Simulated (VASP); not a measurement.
Input of a VASP 6.6.1 run:

The input INCAR:

```
SYSTEM = SnTe
ALGO = Normal
EDIFF = 1E-7
ENCUT = 520
GGA = PE
ISIF = 2
ISMEAR = -1
LASPH = .TRUE.
LCHARG = .FALSE.
LREAL = .FALSE.
LWAVE = .FALSE.
NBANDS = 17
NELM = 100
PREC = Accurate
SIGMA = 0.08
```

Contents of KPOINTS:

```
k-points
0
G
  11 11 11
  0 0 0
```

File POSCAR:

```
SnTe
1.0
    0.0000000000      3.0920635522      3.0920635522
    3.0920635522      0.0000000000      3.0920635522
    3.0920635522      3.0920635522      0.0000000000
Sn Te
1 1
Direct
    0.0000000000      0.0000000000      0.0000000000
    0.5000000000      0.5000000000      0.5000000000
```

Potentials or basis: VASP PAW PBE potentials, release 64 (Sn_d, Te).

The run is started by

```bash
$ cat potpaw_PBE.64/Sn_d/POTCAR potpaw_PBE.64/Te/POTCAR > POTCAR
$ mpirun -np 1 vasp_std > vasp.out
```

Question: Estimate the pressure.

Answer: 5.5 GPa.

Caveat: the cell stands under pressure.
